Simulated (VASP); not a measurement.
# CoSi3 (Pm-3m) in VASP: notebook, part 2 of 2

VASP 6.6.1. Earlier steps stand in the parts before.

## (4) Single point, PBE, collinear spin, ferromagnetic start

This run uses another cell than the first one, of 14.04 Å³/atom.

INCAR

```
SYSTEM = CoSi3
ALGO = Normal
EDIFF = 1E-6
ENCUT = 520
GGA = PE
ISIF = 2
ISMEAR = 0
ISPIN = 2
LASPH = .TRUE.
LCHARG = .FALSE.
LMAXMIX = 4
LORBIT = 11
LREAL = .FALSE.
LWAVE = .FALSE.
MAGMOM = 0 0 0 3.5
NBANDS = 22
NELM = 150
PREC = Accurate
SIGMA = 0.1
```

KPOINTS

```
k-points
0
G
  12 12 12
  0 0 0
```

POSCAR

```
CoSi3
1.0
    3.8290667387      0.0000000000      0.0000000000
    0.0000000000      3.8290667387      0.0000000000
    0.0000000000      0.0000000000      3.8290667387
Si Co
3 1
Direct
    0.0000000000      0.5000000000      0.5000000000
    0.5000000000      0.0000000000      0.5000000000
    0.5000000000      0.5000000000      0.0000000000
    0.0000000000      0.0000000000      0.0000000000
```

Potentials or basis: VASP PAW PBE potentials, release 64 (Si, Co).

Command:

```bash
$ cat potpaw_PBE.64/Si/POTCAR potpaw_PBE.64/Co/POTCAR > POTCAR
$ mpirun -np 1 vasp_std > vasp.out
```

OUTCAR:

```text
SYSTEM = CoSi3
   EDIFF = 1E-6
   ENCUT = 520
   GGA = PE
   ISIF = 2
   ISMEAR = 0
   ISPIN = 2
   LASPH = .TRUE.
   LORBIT = 11
   LREAL = .FALSE.
   NELM = 150
   PREC = Accurate

 ion  position               nearest neighbor table
   1  0.000  0.500  0.500-   2 2.71   3 2.71   4 2.71   3 2.71   4 2.71   2 2.71   4 2.71   4 2.71
                             2 2.71   3 2.71   3 2.71   2 2.71
   2  0.500  0.000  0.500-   1 2.71   3 2.71   4 2.71   3 2.71   4 2.71   1 2.71   3 2.71   3 2.71
                             1 2.71   4 2.71   4 2.71   1 2.71
   3  0.500  0.500  0.000-   1 2.71   2 2.71   4 2.71   1 2.71   2 2.71   2 2.71   4 2.71   2 2.71
                             1 2.71   4 2.71   1 2.71   4 2.71
   4  0.000  0.000  0.000-   1 2.71   2 2.71   3 2.71   1 2.71   2 2.71   1 2.71   3 2.71   1 2.71
                             2 2.71   3 2.71   2 2.71   3 2.71

  LATTYP: Found a simple cubic cell.
 ALAT       =     3.8290667387

  Lattice vectors:

 A1 = (   3.8290667387,   0.0000000000,   0.0000000000)
 A2 = (   0.0000000000,   3.8290667387,   0.0000000000)
 A3 = (   0.0000000000,   0.0000000000,   3.8290667387)

Analysis of symmetry for initial positions (statically):
=====================================================================
 Subroutine PRICEL returns:
 Original cell was already a primitive cell.

 Routine SETGRP: Setting up the symmetry group for a
 simple cubic supercell.

 Subroutine GETGRP returns: Found 48 space group operations
 (whereof 48 operations were pure point group operations)
 out of a pool of 48 trial point group operations.

The static configuration has the point symmetry O_h .

Analysis of symmetry for dynamics (positions and initial velocities):
=====================================================================
 Subroutine PRICEL returns:
 Original cell was already a primitive cell.

 Routine SETGRP: Setting up the symmetry group for a
 simple cubic supercell.

 Subroutine GETGRP returns: Found 48 space group operations
 (whereof 48 operations were pure point group operations)
 out of a pool of 48 trial point group operations.

The dynamic configuration has the point symmetry O_h .

Analysis of structural, dynamic, and magnetic symmetry:
=====================================================================
 Subroutine PRICEL returns:
 Original cell was already a primitive cell.

 Routine SETGRP: Setting up the symmetry group for a
 simple cubic supercell.

 Subroutine GETGRP returns: Found 48 space group operations
 (whereof 48 operations were pure point group operations)
 out of a pool of 48 trial point group operations.

The overall configuration has the point symmetry O_h .

 Subroutine INISYM returns: Found 48 space group operations
 (whereof 48 operations are pure point group operations),
 and found     1 'primitive' translations

----------------------------------------------------------------------------------------

                                     Primitive cell

  volume of cell :      56.1408

  direct lattice vectors                    reciprocal lattice vectors
     3.829066739  0.000000000  0.000000000     0.261160243  0.000000000  0.000000000
     0.000000000  3.829066739  0.000000000     0.000000000  0.261160243  0.000000000
     0.000000000  0.000000000  3.829066739     0.000000000  0.000000000  0.261160243

  length of vectors
     3.829066739  3.829066739  3.829066739     0.261160243  0.261160243  0.261160243

  position of ions in fractional coordinates (direct lattice)
     0.000000000  0.500000000  0.500000000
[... 87 lines left out ...]
   NFREE  =      0    steps in history (QN), initial steepest desc. (CG)
   ISIF   =      2    stress and relaxation
   ISYM   =      2    0-nonsym 1-usesym 2-fastsym
   POTIM  = 0.5000    time-step for ionic-motion
   TEBEG  =    0.0;   TEEND  =   0.0 temperature during run
   PSTRESS=    0.0 pullay stress
   NELECT =      21.0000    total number of electrons
   NUPDOWN=      -1.0000    fix difference up-down
   EMIN   =  10.00;   EMAX   =-10.00  energy-range for DOS
   EFERMI =   0.00;   METHOD = LEGACY
   ISMEAR =     0;   SIGMA  =   0.10  broadening in eV -4-tet -1-fermi 0-gaus
   EFERMI_NEDOS =   21; number of points for ismear=-14 and -15
   IALGO  =     38    algorithm
   IMIX   =      4    mixing-type and parameters
     AMIX     =   0.40;   BMIX     =  1.00
     AMIX_MAG =   1.60;   BMIX_MAG =  1.00
  volume/ion in A,a.u.               =      14.04        94.71
  Fermi-wavevector in a.u.,A,eV,Ry     =   1.179564  2.229054 18.930768  1.391372
  Thomas-Fermi vector in A             =   2.315873
   LORBIT       =     11    0 simple, 1 ext, 2 COOP (PROOUT), +10 PAW based schemes
   GGA     = PE    functional components
   LHFCALC =     F    Hartree Fock is set to
   AEXX    =    0.0000 exact exchange contribution
   IVDW    =     0    specifies the selected vdW correction
   LEPSILON=     F    determine dielectric tensor
   LRPA    =     F    only Hartree local field effects (RPA)
 spin polarized calculation
 Gauss-broadening in eV      SIGMA  =   0.10
  energy-cutoff  :      520.00
  volume of cell :       56.14
 maximum number of plane-waves:      1532
   NGX = 15   NGY = 15   NGZ = 15

 number of electron      21.0000013 magnetization       0.0005027

 number of electron      21.0000013 magnetization      -0.0007666

 Free energy of the ion-electron system (eV)
  ---------------------------------------------------
  ext. energy  EPLUGINS =         0.00000000
  ---------------------------------------------------
  free energy    TOTEN  =       -22.00423664 eV

  energy without entropy =      -21.98890622  energy(sigma->0) =      -21.99657143

 E-fermi :   9.7514     XC(G=0): -11.4749

 val. band max:        9.7498180734   @ k =   0.3333   0.2500   0.1667
 cond. band min:       9.7650551366   @ k =   0.4167   0.3333   0.3333
 fundamental gap:      0.0152370632
 Fermi energy:         9.7513525491

 spin component 1

 k-point     1 :       0.0000    0.0000    0.0000
  band No.  band energies     occupation
      1      -3.8031      1.00000
      2       4.9931      1.00000
      3       4.9931      1.00000
      4       5.4796      1.00000
      5       5.4796      1.00000
      6       5.4796      1.00000
[... 589 lines left out ...]
     21      20.9100      0.00000
     22      21.2080      0.00000

 [... further k-points ...]

 spin component 2

 k-point     1 :       0.0000    0.0000    0.0000
  band No.  band energies     occupation
      1      -3.8030      1.00000
      2       4.9930      1.00000
      3       4.9930      1.00000
      4       5.4798      1.00000
      5       5.4798      1.00000
      6       5.4798      1.00000
[... 589 lines left out ...]
     21      20.9101      0.00000
     22      21.2079      0.00000

 [... further k-points ...]

------------------------ aborting loop because EDIFF is reached ----------------------------------------

  FORCE on cell =-STRESS in cart. coord.  units (eV):
  Direction    XX          YY          ZZ          XY          YZ          ZX
  --------------------------------------------------------------------------------------
  -------------------------------------------------------------------------------------
  Total       -3.8861537     -3.8861537     -3.8861537      0.0000000      0.0000000      0.0000000
  in kB     -110.9051579   -110.9051579   -110.9051579      0.0000000      0.0000000      0.0000000
  external PRESSURE =    -110.9051579 kB  Pullay stress =       0.0000000 kB

 VOLUME and BASIS-vectors are now :
 -----------------------------------------------------------------------------
  energy-cutoff  :      520.00
  volume of cell :       56.14
      direct lattice vectors                 reciprocal lattice vectors
     3.829066739  0.000000000  0.000000000     0.261160243  0.000000000  0.000000000
     0.000000000  3.829066739  0.000000000     0.000000000  0.261160243  0.000000000
     0.000000000  0.000000000  3.829066739     0.000000000  0.000000000  0.261160243

 POSITION                                       TOTAL-FORCE (eV/Angst)
 -----------------------------------------------------------------------------------
      0.00000      1.91453      1.91453         0.000000      0.000000      0.000000
      1.91453      0.00000      1.91453         0.000000      0.000000      0.000000
      1.91453      1.91453      0.00000         0.000000      0.000000      0.000000
      0.00000      0.00000      0.00000         0.000000      0.000000      0.000000
 -----------------------------------------------------------------------------------
    total drift:                               -0.000000     -0.000000     -0.000000

  FREE ENERGIE OF THE ION-ELECTRON SYSTEM (eV)
  ---------------------------------------------------
  free  energy   TOTEN  =       -22.0042366381 eV

  energy  without entropy=      -21.9889062201  energy(sigma->0) =      -21.99657143

 total charge

# of ion       s       p       d       tot
------------------------------------------
    1        0.812   0.713   0.000   1.525
    2        0.812   0.713   0.000   1.525
    3        0.812   0.713   0.000   1.525
    4        0.379   0.329   7.429   8.138
--------------------------------------------------
tot          2.814   2.469   7.429  12.713

 magnetization (x)

# of ion       s       p       d       tot
------------------------------------------
    1       -0.000  -0.000   0.000  -0.000
    2       -0.000  -0.000   0.000  -0.000
    3       -0.000  -0.000   0.000  -0.000
    4        0.000  -0.000  -0.001  -0.001
--------------------------------------------------
tot         -0.000  -0.000  -0.001  -0.001
```

OSZICAR:

```text
N       E                     dE             d eps       ncg     rms          rms(c)
DAV:   1     0.784007149039E+02    0.78401E+02   -0.81560E+03  7392   0.873E+02
DAV:   2    -0.186469444919E+02   -0.97048E+02   -0.89360E+02  7860   0.191E+02
DAV:   3    -0.242548477957E+02   -0.56079E+01   -0.54090E+01  9466   0.470E+01
[... 22 lines left out ...]
DAV:  26    -0.220040596027E+02   -0.11686E-03   -0.65584E-05 10262   0.701E-02    0.322E-01
DAV:  27    -0.220041359161E+02   -0.76313E-04   -0.99716E-05  9158   0.776E-02    0.230E-01
DAV:  28    -0.220042170992E+02   -0.81183E-04   -0.18050E-04 10518   0.109E-01    0.996E-02
DAV:  29    -0.220042347515E+02   -0.17652E-04   -0.56997E-05 11058   0.574E-02    0.291E-02
DAV:  30    -0.220042367247E+02   -0.19731E-05   -0.13283E-05 10894   0.308E-02    0.787E-03
DAV:  31    -0.220042366381E+02    0.86529E-07   -0.16609E-06  4896   0.113E-02
   1 F= -.22004237E+02 E0= -.21996571E+02  d E =-.153304E-01  mag=     0.0000
```

It took 3.9 min on 1 thread of AMD EPYC 9R45 (Zen 5), shared host; peak memory 0.25 GiB.

What came out:

```
Free energy                                           : -22.0042 eV
Pressure                                              : -11.1 GPa
Net moment                                            : 0.00 μB per cell
Valence electrons inside the program's atomic spheres : Si 1.52; Co 8.14
```

Levels at points of the mesh, in eV from the Fermi level:
Spin up:
```
           k point  band 6  band 7  band 8  band 9  band 10  band 11  band 12  band 13  band 14  band 15
(0.00, 0.00, 0.00)   -4.27   -1.39   -1.39   -1.39    -0.52     0.25     0.25     3.68     3.68     3.68
(0.50, 0.00, 0.00)   -2.36   -1.27   -1.05   -1.03    -1.03    -0.20     0.29     0.29     1.94     2.49
(0.50, 0.50, 0.00)   -2.51   -1.23   -1.02   -0.94    -0.73     1.32     1.60     1.60     2.30     2.30
(0.50, 0.50, 0.50)   -5.39   -5.39   -1.50   -0.89    -0.89    -0.22    -0.22    -0.22     8.91     8.91
```
Spin down:
```tsv
k point	band 8	band 9	band 10	band 11	band 12	band 13
(0.00, 0.00, 0.00)	-1.39	-1.39	-0.52	0.25	0.25	3.68
(0.50, 0.00, 0.00)	-1.05	-1.03	-1.03	-0.19	0.29	0.29
(0.50, 0.50, 0.00)	-1.02	-0.94	-0.73	1.32	1.60	1.60
(0.50, 0.50, 0.50)	-1.50	-0.89	-0.89	-0.22	-0.22	-0.22
```

Caveat: the cell stands under tension; the moments typed at the start vanished in this run.
